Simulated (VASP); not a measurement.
# BN in VASP: further runs

BN is run at these levels: PBE+D3(BJ); tasks: single point.

Program: VASP 6.6.1. These are calculated values, not measurements. Logs are shortened: lines on timing, memory, paths and dates and some standing lists are left out, and cuts for length are marked.

### 1 The cell of the first run

Symmetry: Amm2, No. 38, orthorhombic system. Conventional cell: a = 6.690 Å, b = 2.510 Å, c = 4.347 Å, α = 90.00°, β = 90.00°, γ = 90.00°. Within 1.9 Å of B (site symmetry mm2) lie 3 N at 1.40 to 1.55 Å. B (site symmetry mm2) has 3 N at 1.45 Å within 1.9 Å. N (site symmetry mm2) has 3 B at 1.45 Å within 1.9 Å. Within 1.9 Å of N (site symmetry mm2) lie 3 B at 1.40 to 1.55 Å.

### 2 Single point, PBE+D3(BJ) (atom 4 (N) moved by (+0.000, -0.100) A along x and y)

File INCAR:

```
SYSTEM = BN
PREC = Accurate
ENCUT = 520
EDIFF = 1E-6
ISMEAR = 0
SIGMA = 0.05
LREAL = .FALSE.
LASPH = .TRUE.
NELM = 100
ALGO = Normal
ISIF = 2
LWAVE = .FALSE.
LCHARG = .TRUE.
GGA = PE
IVDW = 12
LELF = .TRUE.
LVHAR = .TRUE.
NBANDS = 16
```

File KPOINTS:

```
Automatic mesh
0
G
  12 12 4
  0 0 0
```

File POSCAR:

```
BN
1.0
    2.5099983704      0.0000000000      0.0000000000
   -1.2549991852      2.1737223522      0.0000000000
    0.0000000000      0.0000000000      6.6900000000
B N
2 2
Direct
    0.0000000000      0.0000000000      0.5000000000
    0.3333333333      0.6666666667      0.0000000000
    0.0000000000      0.0000000000      0.0000000000
    0.6436646490      0.2873292980      0.5000000000
```

Potentials or basis: VASP PAW PBE potentials, release 64 (B, N).

The run is started by

```console
$ cat potpaw_PBE.64/B/POTCAR potpaw_PBE.64/N/POTCAR > POTCAR
$ mpirun -np 1 vasp_std > vasp.out
```

OUTCAR:

```text
SYSTEM = BN
   PREC = Accurate
   ENCUT = 520
   EDIFF = 1E-6
   ISMEAR = 0
   LREAL = .FALSE.
   LASPH = .TRUE.
   NELM = 100
   ISIF = 2
   GGA = PE
   IVDW = 12
 IVDW          = 12

 ion  position               nearest neighbor table
   1  0.000  0.000  0.500-   4 1.40   4 1.40   4 1.55
   2  0.333  0.667  0.000-   3 1.45   3 1.45   3 1.45
   3  0.000  0.000  0.000-   2 1.45   2 1.45   2 1.45
   4  0.644  0.287  0.500-   1 1.40   1 1.40   1 1.55

  LATTYP: Found a hexagonal cell.
 ALAT       =     2.5099983704
 C/A-ratio  =     2.6653403759

  Lattice vectors:

 A1 = (   2.5099983704,   0.0000000000,   0.0000000000)
 A2 = (  -1.2549991852,   2.1737223522,   0.0000000000)
 A3 = (   0.0000000000,   0.0000000000,   6.6900000000)

Analysis of symmetry for initial positions (statically):
=====================================================================
 Subroutine PRICEL returns:
 Original cell was already a primitive cell.

 Routine SETGRP: Setting up the symmetry group for a
 hexagonal supercell.

 Subroutine GETGRP returns: Found  4 space group operations
 (whereof  4 operations were pure point group operations)
 out of a pool of 24 trial point group operations.

The static configuration has the point symmetry C_2v.

Analysis of symmetry for dynamics (positions and initial velocities):
=====================================================================
 Subroutine PRICEL returns:
 Original cell was already a primitive cell.

 Routine SETGRP: Setting up the symmetry group for a
 hexagonal supercell.

 Subroutine GETGRP returns: Found  4 space group operations
 (whereof  4 operations were pure point group operations)
 out of a pool of 24 trial point group operations.

The dynamic configuration has the point symmetry C_2v.

 Subroutine INISYM returns: Found  4 space group operations
 (whereof  4 operations are pure point group operations),
 and found     1 'primitive' translations

----------------------------------------------------------------------------------------

                                     Primitive cell

  volume of cell :      36.5009

  direct lattice vectors                    reciprocal lattice vectors
     2.509998370  0.000000000  0.000000000     0.398406633  0.230020177  0.000000000
    -1.254999185  2.173722352  0.000000000     0.000000000  0.460040354  0.000000000
     0.000000000  0.000000000  6.690000000     0.000000000  0.000000000  0.149476831

  length of vectors
[... 87 lines left out ...]
   LREAL  =      F    real-space projection
   EDIFFG = 0.1E-04   stopping-criterion for IOM
   NSW    =      0    number of steps for IOM
   IBRION =     -1    ionic relax: 0-MD 1-quasi-New 2-CG
   NFREE  =      0    steps in history (QN), initial steepest desc. (CG)
   ISIF   =      2    stress and relaxation
   ISYM   =      2    0-nonsym 1-usesym 2-fastsym
   POTIM  = 0.5000    time-step for ionic-motion
   TEBEG  =    0.0;   TEEND  =   0.0 temperature during run
   PSTRESS=    0.0 pullay stress
   NELECT =      16.0000    total number of electrons
   NUPDOWN=      -1.0000    fix difference up-down
   EMIN   =  10.00;   EMAX   =-10.00  energy-range for DOS
   EFERMI =   0.00;   METHOD = LEGACY
   ISMEAR =     0;   SIGMA  =   0.05  broadening in eV -4-tet -1-fermi 0-gaus
   EFERMI_NEDOS =   21; number of points for ismear=-14 and -15
   IALGO  =     38    algorithm
   IMIX   =      4    mixing-type and parameters
     AMIX     =   0.40;   BMIX     =  1.00
     AMIX_MAG =   1.60;   BMIX_MAG =  1.00
  volume/ion in A,a.u.               =       9.13        61.58
  Fermi-wavevector in a.u.,A,eV,Ry     =   1.243599  2.350061 21.041925  1.546538
  Thomas-Fermi vector in A             =   2.377902
   LORBIT       =      0    0 simple, 1 ext, 2 COOP (PROOUT), +10 PAW based schemes
   GGA     = PE    functional components
   LHFCALC =     F    Hartree Fock is set to
   AEXX    =    0.0000 exact exchange contribution
   IVDW    =    12    specifies the selected vdW correction
   LEPSILON=     F    determine dielectric tensor
   LRPA    =     F    only Hartree local field effects (RPA)
 non-spin polarized calculation
 Gauss-broadening in eV      SIGMA  =   0.05
  energy-cutoff  :      520.00
  volume of cell :       36.50
 maximum number of plane-waves:      1000
   NGX =  9   NGY =  9   NGZ = 25

 number of electron      15.9999998 magnetization

 Free energy of the ion-electron system (eV)
  ---------------------------------------------------
  ext. energy  EPLUGINS =         0.00000000
  ---------------------------------------------------
  free energy    TOTEN  =       -34.97847751 eV

  energy without entropy =      -34.97847751  energy(sigma->0) =      -34.97847751

 E-fermi :   2.4848     XC(G=0): -10.0124

 val. band max:        2.2016435132   @ k =   0.3333   0.3333   0.0000
 cond. band min:       6.5063978304   @ k =   0.5000   0.0000   0.2500
 fundamental gap:      4.3047543172
 Fermi energy:         2.4847506098

 k-point     1 :       0.0000    0.0000    0.0000
  band No.  band energies     occupation
      1     -15.5834      2.00000
      2     -15.2915      2.00000
      3      -3.9722      2.00000
      4      -1.9364      2.00000
      5      -0.2475      2.00000
      6       0.7989      2.00000
[... 433 lines left out ...]
      3      -5.5727      2.00000
      4      -5.4278      2.00000
      5      -2.0461      2.00000
      6      -1.4856      2.00000
[... 8 lines left out ...]
     15      17.5685      0.00000
     16      19.5696      0.00000

 [... further k-points ...]

------------------------ aborting loop because EDIFF is reached ----------------------------------------

 Edisp (eV)   -0.55705

 E8    (eV) :    -0.1631

  FORCE on cell =-STRESS in cart. coord.  units (eV):
  Direction    XX          YY          ZZ          XY          YZ          ZX
  --------------------------------------------------------------------------------------
  -------------------------------------------------------------------------------------
  Total       1.33471    -0.86794    -0.11908     0.00000     0.00000     0.00000
  in kB      58.58595   -38.09770    -5.22675     0.00000     0.00000     0.00000
  external pressure =        5.09 kB  Pullay stress =        0.00 kB

 VOLUME and BASIS-vectors are now :
 -----------------------------------------------------------------------------
  energy-cutoff  :      520.00
  volume of cell :       36.50
      direct lattice vectors                 reciprocal lattice vectors
     2.509998370  0.000000000  0.000000000     0.398406633  0.230020177  0.000000000
    -1.254999185  2.173722352  0.000000000     0.000000000  0.460040354  0.000000000
     0.000000000  0.000000000  6.690000000     0.000000000  0.000000000  0.149476831

 POSITION                                       TOTAL-FORCE (eV/Angst)
 -----------------------------------------------------------------------------------
      0.00000      0.00000      3.34500        -0.000000     -3.441321      0.000000
     -0.00000      1.44915      0.00000         0.000000      0.005869      0.000000
      0.00000      0.00000      0.00000         0.000000     -0.011358      0.000000
      1.25500      0.62457      3.34500         0.000000      3.446810      0.000000
 -----------------------------------------------------------------------------------
    total drift:                                0.000000      0.000228      0.000000

  FREE ENERGIE OF THE ION-ELECTRON SYSTEM (eV)
  ---------------------------------------------------
  free  energy   TOTEN  =       -35.5355255693 eV

  energy  without entropy=      -35.5355255693  energy(sigma->0) =      -35.53552557
```

stdout:

```text
POSCAR found type information on POSCAR B N
 POSCAR found :  2 types and       4 ions
 scaLAPACK will be used
 LDA part: xc-table for (Slater+PW92), standard interpolation
 POSCAR, INCAR and KPOINTS ok, starting setup
 FFT: planning ... GRIDC
 FFT: planning ... GRID_SOFT
 FFT: planning ... GRID
 WAVECAR not read
 entering main loop
```

Wall time 51 s (1 thread of Intel Xeon Platinum 8259CL at 2.50GHz (Skylake/Cascade Lake), shared host); peak memory 0.2 GiB.

Results:

```yaml
Free_energy: -35.5355 eV
Pressure: 0.5 GPa
Largest_force: 3.447 eV/Å
Band_gap_on_the_k_mesh: 4.30 eV, indirect (least direct gap 4.48 eV)
Dispersion_energy_per_atom: -0.139 eV
```

Forces on the atoms (eV/Å):
```
B    0.000 -3.441  0.000
B    0.000  0.006  0.000
N    0.000 -0.011  0.000
N    0.000  3.447  0.000
```

Caveat: the cell differs from its parent crystal (atom 4 (N) moved by (+0.000, -0.100) A along x and y); forces of over 1 eV/Å act on the atoms, so gaps and moduli don't describe the material at rest.

### 3 Single point, PBE+D3(BJ) (atom 4 (N) moved by (+0.000, +0.100) A along x and y)

File INCAR:

```
  PREC = Accurate
  ENCUT = 520
  EDIFF = 1E-6
  ISMEAR = 0
  SIGMA = 0.05
  LREAL = F
  LASPH = T
  NELM = 100
  ALGO = Normal
  ISIF = 2
  LWAVE = F
  LCHARG = F
  GGA = PE
  IVDW = 12
  NBANDS = 16
```

File KPOINTS:

```
regular mesh
0
Gamma
  12 12 4
```

Edit POSCAR of step 2 so:

```diff
@@ -11,2 +11,2 @@
     0.0000000000      0.0000000000      0.0000000000
-    0.6436646490      0.2873292980      0.5000000000
+    0.6896686844      0.3793373687      0.5000000000
```

Potentials or basis: VASP PAW PBE potentials, release 64 (B, N).

The run is started by

```console
$ cat potpaw_PBE.64/B/POTCAR potpaw_PBE.64/N/POTCAR > POTCAR
$ mpirun -np 1 vasp_std > vasp.out
```

Wall time 53 s (1 thread of Intel Xeon Platinum 8259CL at 2.50GHz (Skylake/Cascade Lake), shared host); peak memory 0.2 GiB.

The run converged. Its results:

```yaml
Free_energy: -35.4927 eV
Pressure: 0.9 GPa
Largest_force: 4.751 eV/Å
Band_gap_on_the_k_mesh: 4.06 eV, indirect (least direct gap 4.48 eV)
Dispersion_energy_per_atom: -0.139 eV
```

Forces on the atoms (eV/Å):
```
B    0.000  4.739  0.000
B    0.000 -0.008  0.000
N    0.000  0.019  0.000
N    0.000 -4.751  0.000
```

Stress tensor (GPa, compression positive):
```
-4.79  0.00  0.00
 0.00  8.12  0.00
 0.00  0.00 -0.51
```

Levels at points of the mesh, in eV from the valence-band top:
| k point | band 5 | band 6 | band 7 | band 8 | band 9 | band 10 | band 11 | band 12 |
| --- | --- | --- | --- | --- | --- | --- | --- | --- |
| (0.00, 0.00, 0.00) | -2.40 | -1.40 | -1.40 | -0.17 | 5.18 | 10.12 | 10.14 | 11.48 |
| (0.50, 0.00, 0.00) | -4.28 | -4.17 | -1.42 | -0.73 | 4.43 | 5.85 | 9.32 | 9.59 |
| (0.00, 0.50, 0.00) | -4.18 | -3.53 | -1.11 | -0.56 | 4.21 | 5.01 | 9.58 | 9.87 |
| (0.00, 0.00, 0.50) | -2.40 | -1.40 | -1.40 | -0.17 | 7.46 | 7.49 | 10.12 | 11.48 |
| (0.50, 0.00, 0.50) | -4.27 | -4.18 | -1.10 | -0.98 | 4.65 | 5.12 | 9.49 | 9.79 |
| (0.00, 0.50, 0.50) | -4.18 | -3.54 | -0.98 | -0.55 | 4.06 | 4.64 | 9.77 | 10.08 |

Caveat: the cell differs from its parent crystal (atom 4 (N) moved by (+0.000, +0.100) A along x and y); forces of over 1 eV/Å act on the atoms, so gaps and moduli don't describe the material at rest. A k mesh can miss the band edges.

### 4 Single point, PBE+D3(BJ) (atom 4 (N) moved by (-0.100, +0.000) A along x and y)

File INCAR:

```
SYSTEM = BN
PREC = Accurate ; ENCUT = 520
EDIFF = 1E-6 ; ISMEAR = 0
SIGMA = 0.05 ; LREAL = .False.
LASPH = .True. ; NELM = 80
ALGO = Normal ; ISIF = 2
LWAVE = .False. ; LCHARG = .False.
GGA = PE ; IVDW = 12
NBANDS = 16
```

File KPOINTS:

```
Automatic mesh
0
Gamma
  12 12 4
  0 0 0
```

Edit POSCAR of step 3 so:

```diff
@@ -11,2 +11,2 @@
     0.0000000000      0.0000000000      0.0000000000
-    0.6896686844      0.3793373687      0.5000000000
+    0.6268260033      0.3333333333      0.5000000000
```

The run is started by

```console
$ cat potpaw_PBE.64/B/POTCAR potpaw_PBE.64/N/POTCAR > POTCAR
$ mpirun -np 1 vasp_std > vasp.out
```

It took 93 s on 1 thread of Intel Xeon Platinum 8259CL at 2.50GHz (Skylake/Cascade Lake), shared host; peak memory 0.24 GiB.

Results (log left out):

- Free energy: -35.5142 eV
- Pressure: 0.7 GPa
- Largest force: 4.146 eV/Å
- Band gap on the k mesh: 4.14 eV, indirect (least direct gap 4.48 eV)
- Dispersion energy per atom: -0.139 eV

Forces on the atoms (eV/Å):
```
B   -4.087 -0.640  0.000
B    0.007  0.001  0.000
N   -0.015 -0.004  0.000
N    4.096  0.643  0.000
```

Stress tensor (GPa, compression positive):
```
 2.08  5.64  0.00
 5.64  0.61  0.00
 0.00  0.00 -0.51
```

Levels at points of the mesh, in eV from the valence-band top:
```
           k point  band 5  band 6  band 7  band 8  band 9  band 10  band 11  band 12
(0.00, 0.00, 0.00)   -2.42   -1.40   -1.40   -0.16    5.17    10.07    10.14    11.48
(0.50, 0.00, 0.00)   -4.18   -3.56   -1.13   -0.58    4.24     5.05     9.58     9.74
(0.00, 0.50, 0.00)   -4.18   -3.92   -1.29   -0.70    4.39     5.50     9.29     9.59
(0.50, 0.50, 0.00)   -4.59   -4.18   -1.52   -0.75    4.44     6.11     9.44     9.61
(0.00, 0.00, 0.50)   -2.42   -1.40   -1.40   -0.16    7.46     7.48    10.11    11.48
(0.50, 0.00, 0.50)   -4.18   -3.57   -0.98   -0.60    4.14     4.64     9.77     9.94
(0.00, 0.50, 0.50)   -4.18   -3.92   -0.98   -0.92    4.65     4.74     9.46     9.78
(0.50, 0.50, 0.50)   -4.59   -4.18   -1.23   -0.98    4.66     5.40     9.64     9.80
```

Caveat: the cell differs from its parent crystal (atom 4 (N) moved by (-0.100, +0.000) A along x and y); forces of over 1 eV/Å act on the atoms, so gaps and moduli don't describe the material at rest. A k mesh can miss the band edges.
